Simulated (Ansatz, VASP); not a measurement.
Co: VASP beside Ansatz

```
CELL_PARAMETERS angstrom
-1.40579 1.40579 1.40579
1.40579 -1.40579 1.40579
1.40579 1.40579 -1.40579
ATOMIC_POSITIONS crystal
Co 0.00000 0.00000 0.00000
```

Alike in both runs: task single point; functional PBE; k mesh 16 × 16 × 16; occupations fermi-dirac, width 0.08 eV; non-collinear spin, spin-orbit coupling.

|  | VASP | Ansatz |
| --- | --- | --- |
| version | VASP 6.6.1 | Ansatz 0.2.0 |
| potentials or method | VASP PAW PBE potentials, release 64 (Co), cutoff 520 eV | all-electron LAPW |

Ansatz gave:

```
pressure (GPa)           : 0.0
net moment per atom (μB) : 1.76
```

Which values does VASP return?

Pressure (GPa): -0.8; net moment per atom (μB): 1.74.

Ansatz ran all-electron here, and VASP with PAW potentials. Ansatz's warnings: stability check not made.
